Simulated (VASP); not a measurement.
Here is a VASP 6.6.1 calculation.

Contents of INCAR:

```
ALGO = Normal ; EDIFF = 1E-8
ENCUT = 520 ; GGA = PE
GGA_COMPAT = F ; ISIF = 2
ISMEAR = -1 ; LASPH = T
LCHARG = F ; LEFG = T
LREAL = F ; LWAVE = F
NBANDS = 15 ; NELM = 120
PREC = Accurate ; SIGMA = 0.03
```

File KPOINTS:

```
k-points
0
Gamma
  9 9 9
```

POSCAR

```
YN
1.0
    0.0000000000      2.4138670027      2.4138670027
    2.4138670027      0.0000000000      2.4138670027
    2.4138670027      2.4138670027      0.0000000000
Y N
1 1
Direct
    0.0000000000      0.0000000000      0.0000000000
    0.5000000000      0.5000000000      0.5000000000
```

Potentials or basis: VASP PAW PBE potentials, release 64 (Y_sv, N).

Launch:

```console
$ cat potpaw_PBE.64/Y_sv/POTCAR potpaw_PBE.64/N/POTCAR > POTCAR
$ mpirun -np 1 vasp_std > vasp.out
```

Task: Estimate the pressure.

Result: 8.3 GPa.

Task: Predict the band gap on the k mesh.

Result: 0.18 eV (least direct gap 0.56 eV).

Caveat: the cell stands under pressure; an odd mesh through Γ misses points on the zone boundary, where band edges can lie.
